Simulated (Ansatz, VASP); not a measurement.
This is a calculation of AlN for Ansatz 0.2.0.

File input.yaml:

```yaml
crystal:
  lattice:
    - [0.0, 2.169335443, 2.169335443]
    - [2.169335443, 0.0, 2.169335443]
    - [2.169335443, 2.169335443, 0.0]
  atoms:
    - { symbol: Al, position: [0.0, 0.0, 0.0] }
    - { symbol: "N", position: [0.25, 0.25, 0.25] }
hamiltonian:
  xc: b3lyp5
  pseudopotentials: { kind: paw }
kpoints:
  mp_grid: { grid: [5, 5, 5] }
scf:
  occupations: { method: fermi_dirac, width: 0.05 }
output:
  forces: true
  stress: true
  eigenvalues: true
```

Potentials or basis: Ansatz PAW.

The run is started by

```console
$ ansatz run input.yaml --threads 2 --pin off --max-ram 5632MiB --backend cpu --events-out ev --progress --plain --runs-dir out
```

Q: Translate it to VASP 6.6.1. Potentials there: VASP PAW PBE potentials, release 64 (Al, N).

A: As run (the cutoff follows the program's own potentials):

POSCAR

```
AlN
1.0
    0.0000000000      2.1693354430      2.1693354430
    2.1693354430      0.0000000000      2.1693354430
    2.1693354430      2.1693354430      0.0000000000
Al N
1 1
Direct
    0.0000000000      0.0000000000      0.0000000000
    0.2500000000      0.2500000000      0.2500000000
```

File INCAR.step1:

```
SYSTEM = AlN
ALGO = Normal ; EDIFF = 1E-5
ENCUT = 520 ; GGA = PE
ISIF = 2 ; ISMEAR = -1
LASPH = .TRUE. ; LCHARG = .FALSE.
LREAL = .FALSE. ; LWAVE = .TRUE.
NBANDS = 11 ; NELM = 80
PREC = Accurate ; SIGMA = 0.05
```

Contents of INCAR.step2:

```
SYSTEM = AlN
AEXX = 0.2 ; AGGAC = 0.81
AGGAX = 0.72 ; ALDAC = 0.19
ALGO = Normal ; EDIFF = 1E-6
ENCUT = 520 ; GGA = B5
ISIF = 2 ; ISMEAR = -1
ISTART = 1 ; LASPH = .TRUE.
LCHARG = .FALSE. ; LHFCALC = .TRUE.
LREAL = .FALSE. ; LWAVE = .FALSE.
NBANDS = 11 ; NELM = 80
PREC = Accurate ; PRECFOCK = Normal
SIGMA = 0.05
```

File KPOINTS:

```
k-points
0
G
  5 5 5
  0 0 0
```

Potentials or basis: VASP PAW PBE potentials, release 64 (Al, N).

Launch:

```bash
$ cat potpaw_PBE.64/Al/POTCAR potpaw_PBE.64/N/POTCAR > POTCAR
$ cp INCAR.step1 INCAR
$ mpirun -np 1 vasp_std > vasp.out
$ cp INCAR.step2 INCAR
$ mpirun -np 1 vasp_std > vasp.out
```

Both were run:

|  | VASP | Ansatz | Ansatz less VASP |
| --- | --- | --- | --- |
| gap on the k mesh at the Fermi level (eV) | 5.90 | 5.89 | -0.006 |
| least direct gap on the mesh (eV) | 6.39 | 6.39 | -0.003 |
| pressure (GPa) | 7.8 | 7.1 | -0.71 |

VASP's potentials were made for PBE, not for B3LYP5.

The k mesh is coarse, so the values compare programs but aren't converged. Noted on Ansatz's run: odd divisions of the mesh miss points on the zone boundary, where band edges often lie, so the gap on the mesh can be too wide.
